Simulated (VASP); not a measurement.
Wanted: the native input for a VASP 6.6.1 run.

```yaml
Task: relaxation of cell and atoms
Functional: PBE
Potentials_or_basis: VASP PAW PBE potentials, release 64 (Si, Sn_d)
Cutoff: 600 eV
k_mesh: 6 × 6 × 4
Occupations: gaussian, width 0.1 eV
Spin: no spin polarisation
Dipole_correction: no
Further_INCAR_settings: ALGO = Normal; EDIFF = 1e-06; IBRION = 2; EDIFFG = -0.04; NSW = 90; ISIF = 3
```

The structure of Si5Sn lies in POSCAR:

```
Si5Sn
1.0
    4.4747263700      0.0000000000      0.0000000000
   -2.2373631900      3.8752267100      0.0000000000
    0.0000000000      0.0000000000      6.3454741100
Si Sn
5 1
Direct
    0.5000000000      0.0000000000      0.5000000000
    0.0000000000      0.5000000000      0.5000000000
    0.5000000000      0.5000000000      0.5000000000
    0.0000000000      0.0000000000      0.6320973300
    0.0000000000      0.0000000000      0.3679026700
    0.0000000000      0.0000000000      0.0000000000
```

The cell was built from a structure type or drawn by symmetry, and may not be a known phase.

These files were run (other wordings do the same):

INCAR

```
ALGO = Normal
EDIFF = 1E-6
EDIFFG = -0.04
ENCUT = 600
GGA = PE
IBRION = 2
ISIF = 3
ISMEAR = 0
LASPH = True
LCHARG = False
LREAL = False
LWAVE = False
NELM = 60
NSW = 90
PREC = Accurate
SIGMA = 0.1
```

KPOINTS

```
k-points
0
Gamma
  6 6 4
```

Potentials or basis: VASP PAW PBE potentials, release 64 (Si, Sn_d).

The run is started by

```console
$ cat potpaw_PBE.64/Si/POTCAR potpaw_PBE.64/Sn_d/POTCAR > POTCAR
$ mpirun -np 1 vasp_std > vasp.out
```

It gave:

```yaml
Relaxed_volume: 26.55 Å³/atom
Relaxed_cell: a = 4.745 Å, b = 4.745 Å, c = 8.171 Å, α = 90.00°, β = 90.00°, γ = 120.00°
Space_group_after_relaxing_to_0.1_Å: P6/mmm (No. 191)
Pressure_after_relaxing: 0.0 GPa
Band_gap_on_the_k_mesh: zero (bands 17 and 18 overlap by 0.96 eV)
```

Caveat: the volume moved by over 15 % at a fixed basis, so the end points are rough; spin-orbit coupling is left out, which moves the levels of the heavy elements.

Wall time 18 min on 1 thread of Intel Xeon 8259CL (shared host), peak memory 0.29 GiB.
